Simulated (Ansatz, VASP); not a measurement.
**Pt in VASP and in Ansatz**

```
CELL_PARAMETERS angstrom
2.62460 0.00000 0.00000
0.00000 2.62460 0.00000
0.00000 0.00000 2.62460
ATOMIC_POSITIONS crystal
Pt 0.00000 0.00000 0.00000
```

Alike in both runs: functional PBE; k mesh 12 × 12 × 12; occupations fermi-dirac, width 0.05 eV; collinear spin.

Ansatz relaxed the structure, and its values are those at the end. VASP's run is a single point on that final structure, the one shown.

|  | VASP | Ansatz |
| --- | --- | --- |
| version | VASP 6.6.1 | Ansatz 0.2.0 |
| potentials or method | VASP PAW PBE potentials, release 64 (Pt), cutoff 520 eV | plane waves (420 eV) with PAW, scalar-relativistic |
| valence electrons in the cell | 10 | 18 |

```tsv
	VASP	Ansatz	Ansatz less VASP
pressure (GPa)	-0.5	0.0	+0.49
net moment per atom (μB)	0.00	0.00	-0.001
```

VASP's potentials hold 10 valence electrons a cell and Ansatz's 18, so a difference there can come from the potentials and not from the codes. Ansatz's warnings: seeded moment not kept.

Neither program's run includes spin-orbit coupling.
